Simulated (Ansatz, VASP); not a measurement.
Two plane-wave programs on HfN

File POSCAR:

```
HfN
1.0
    3.1339080219      0.0000000000      0.0000000000
   -1.5669540110      2.7140439601      0.0000000000
    0.0000000000      0.0000000000      5.4167677200
Hf N
2 2
Direct
    0.3333333333      0.6666666667      0.2500000000
    0.6666666667      0.3333333333      0.7500000000
    0.0000000000      0.0000000000      0.5000000000
    0.0000000000      0.0000000000      0.0000000000
```

File INCAR.step1:

```
SYSTEM = HfN
PREC = Accurate ; ENCUT = 520
ISMEAR = -1 ; SIGMA = 0.05
LREAL = .False. ; LASPH = .True.
NELM = 60 ; NBANDS = 23
GGA = PE ; ALGO = Normal
EDIFF = 1E-4 ; LWAVE = .True.
LCHARG = .False.
```

File INCAR.step2:

```
SYSTEM = HfN
PREC = Accurate ; ENCUT = 520
EDIFF = 1E-6 ; ISMEAR = -1
SIGMA = 0.05 ; LREAL = .False.
LASPH = .True. ; NELM = 60
ALGO = Normal ; ISIF = 2
LWAVE = .False. ; LCHARG = .False.
METAGGA = R2SCAN ; LMIXTAU = .True.
NBANDS = 23 ; ISTART = 1
```

File KPOINTS:

```
Automatic mesh
0
Gamma
  10 10 5
  0 0 0
```

input.yaml

```yaml
crystal:
  lattice:
    - [3.1339080219, 0.0, 0.0]
    - [-1.566954011, 2.7140439601, 0.0]
    - [0.0, 0.0, 5.41676772]
  atoms:
    - { symbol: Hf, position: [0.3333333333, 0.6666666667, 0.25] }
    - { symbol: Hf, position: [0.6666666667, 0.3333333333, 0.75] }
    - { symbol: "N", position: [0.0, 0.0, 0.5] }
    - { symbol: "N", position: [0.0, 0.0, 0.0] }
hamiltonian:
  xc: r2scan
  pseudopotentials: { kind: paw }
kpoints:
  mp_grid: { grid: [10, 10, 5] }
  band_path:
    path:
      - [[0.0, 0.0, 0.0], [0.5, 0.0, 0.0], [0.3333333333, 0.3333333333, 0.0], [0.0, 0.0, 0.0], [0.0, 0.0, 0.5], [0.5, 0.0, 0.5], [0.3333333333, 0.3333333333, 0.5], [0.0, 0.0, 0.5]]
      - [[0.5, 0.0, 0.5], [0.5, 0.0, 0.0]]
      - [[0.3333333333, 0.3333333333, 0.0], [0.3333333333, 0.3333333333, 0.5]]
    npoints: 14
scf:
  occupations: { method: fermi_dirac, width: 0.05 }
  n_extra_bands: 10
output:
  forces: true
  stress: true
  eigenvalues: true
  fatbands: false
```

Alike in both runs: functional r2SCAN; k mesh 10 × 10 × 5; occupations fermi-dirac, width 0.05 eV; no spin polarisation.

|  | VASP | Ansatz |
| --- | --- | --- |
| version | VASP 6.6.1 | Ansatz 0.2.0 |
| potentials or method | VASP PAW PBE potentials, release 64 (Hf_pv, N) | Ansatz PAW |
| plane-wave cutoff (eV) | 520 | 500 |
| valence electrons in the cell | 30 | 62 |
| task | single point | band structure |

Ansatz gave:

* gap on the k mesh at the Fermi level (eV): none
* pressure (GPa): 2.2
* traceless stress, the component that is largest in VASP (GPa): -0.22

Task: Estimate VASP's values.

Result: gap on the k mesh at the Fermi level (eV): none; pressure (GPa): -0.3; traceless stress, the component that is largest in VASP (GPa): -0.08.

VASP's potentials were made for PBE, not for r2SCAN. A gap of «none» marks a metal or a gap that the smearing closes. VASP's potentials hold 30 valence electrons a cell and Ansatz's 62, so a difference there can come from the potentials and not from the codes.

Neither program's run includes spin-orbit coupling.
